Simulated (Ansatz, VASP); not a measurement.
BeS in VASP and in Ansatz

INCAR

```
PREC = Accurate
ENCUT = 520
EDIFF = 1E-7
ISMEAR = -1
SIGMA = 0.08
LREAL = False
LASPH = True
NELM = 60
ALGO = Normal
ISIF = 2
LWAVE = False
LCHARG = False
GGA = PE
NBANDS = 11
```

KPOINTS

```
regular mesh
0
Gamma
  13 13 13
```

File POSCAR:

```
BeS
1.0
    0.0000000000      2.2950113052      2.2950113052
    2.2950113052      0.0000000000      2.2950113052
    2.2950113052      2.2950113052      0.0000000000
Be S
1 1
Direct
    0.0000000000      0.0000000000      0.0000000000
    0.5000000000      0.5000000000      0.5000000000
```

Input for Ansatz:

```yaml
crystal:
  lattice:
    - [0.0, 2.2950113052, 2.2950113052]
    - [2.2950113052, 0.0, 2.2950113052]
    - [2.2950113052, 2.2950113052, 0.0]
  atoms:
    - { symbol: Be, position: [0.0, 0.0, 0.0] }
    - { symbol: S, position: [0.5, 0.5, 0.5] }
kpoints:
  mp_grid: { grid: [13, 13, 13] }
scf:
  occupations: { method: fermi_dirac, width: 0.08 }
hamiltonian:
  xc: pbe
  pseudopotentials: { kind: all_electron, lapw: { basis_error: 0.001 } }
output:
  forces: true
  stress: true
  eigenvalues: true
```

Change from the starting cell: volume scaled by 0.975.

Alike in both runs: task single point; functional PBE; k mesh 13 × 13 × 13; occupations fermi-dirac, width 0.08 eV; no spin polarisation.

|  | VASP | Ansatz |
| --- | --- | --- |
| version | VASP 6.6.1 | Ansatz 0.2.0 |
| potentials or method | VASP PAW PBE potentials, release 64 (Be, S), cutoff 520 eV | all-electron LAPW, scalar-relativistic |

Ansatz gave:

| Property | Result |
| --- | --- |
| pressure (GPa) | 2.9 |

Problem. Which values does VASP return?

Solution. Pressure (GPa): 2.8.

Ansatz ran all-electron here, and VASP with PAW potentials.
